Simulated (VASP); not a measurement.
Here is a VASP 6.6.1 calculation.

File POSCAR:

```
CdBi2Pt4Br
1.0
    4.1261370000      0.0000000000      0.0000000000
    0.0000000000      4.1261370000      0.0000000000
    0.0000000000      0.0000000000      9.6852590000
Cd Bi Pt Br
1 2 4 1
Direct
    0.0000000000      0.0000000000      0.0000000000
    0.5000000000      0.5000000000      0.7242000000
    0.5000000000      0.5000000000      0.2758000000
    0.5000000000      0.0000000000      0.8390000000
    0.0000000000      0.5000000000      0.8390000000
    0.5000000000      0.0000000000      0.1610000000
    0.0000000000      0.5000000000      0.1610000000
    0.0000000000      0.0000000000      0.5000000000
```

File INCAR.step1:

```
SYSTEM = CdBi2Pt4Br
PREC     = Accurate       ! precision mode
ENCUT    = 520            ! plane-wave cutoff, eV
ISMEAR   = 0              ! smearing method
SIGMA    = 0.0114         ! smearing width, eV
LREAL    = .False.        ! projectors in reciprocal space
LASPH    = .True.         ! aspherical terms in the spheres
NELM     = 80             ! most SCF steps
NBANDS   = 54             ! bands
GGA      = PE             ! functional
ALGO     = Normal         ! electronic algorithm
EDIFF    = 1E-4           ! SCF threshold, eV
LWAVE    = .True.         ! write WAVECAR
LCHARG   = .False.        ! write CHGCAR
```

File INCAR.step2:

```
SYSTEM = CdBi2Pt4Br
PREC     = Accurate       ! precision mode
ENCUT    = 520            ! plane-wave cutoff, eV
EDIFF    = 1E-7           ! SCF threshold, eV
ISMEAR   = 0              ! smearing method
SIGMA    = 0.0114         ! smearing width, eV
LREAL    = .False.        ! projectors in reciprocal space
LASPH    = .True.         ! aspherical terms in the spheres
NELM     = 80             ! most SCF steps
ALGO     = Normal         ! electronic algorithm
ISIF     = 2              ! what is computed and relaxed
LWAVE    = .False.        ! write WAVECAR
LCHARG   = .False.        ! write CHGCAR
METAGGA  = R2SCAN         ! meta-GGA
LMIXTAU  = .True.       
NBANDS   = 54             ! bands
ISTART   = 1
```

The input KPOINTS:

```
Automatic mesh
0
Gamma
  4 4 2
  0 0 0
```

Potentials or basis: VASP PAW PBE potentials, release 64 (Cd, Bi_d, Pt, Br).

The run is started by

```sh
$ cat potpaw_PBE.64/Cd/POTCAR potpaw_PBE.64/Bi_d/POTCAR potpaw_PBE.64/Pt/POTCAR potpaw_PBE.64/Br/POTCAR > POTCAR
$ cp INCAR.step1 INCAR
$ mpirun -np 1 vasp_std > vasp.out
$ cp INCAR.step2 INCAR
$ mpirun -np 1 vasp_std > vasp.out
```

**Question.** Predict the band gap on the k mesh.

**Answer.** Zero (an odd number of electrons rules out a gap without spin polarisation).

**Question.** What does it give for the largest force?

**Answer.** 12.570 eV/Å.

Stress tensor (GPa, compression positive):
```
49.68  0.00  0.00
 0.00 49.68  0.00
 0.00  0.00 38.85
```

Caveat: the k points lie up to 0.38 Å⁻¹ apart, too coarse for converged energies and pressures of a metal; the PAW data sets were made with another functional, which shifts forces and pressure a little; spin-orbit coupling is left out, which moves the levels of the heavy elements; an odd number of electrons without spin polarisation forces a metal; a magnetic or distorted state may lie lower.
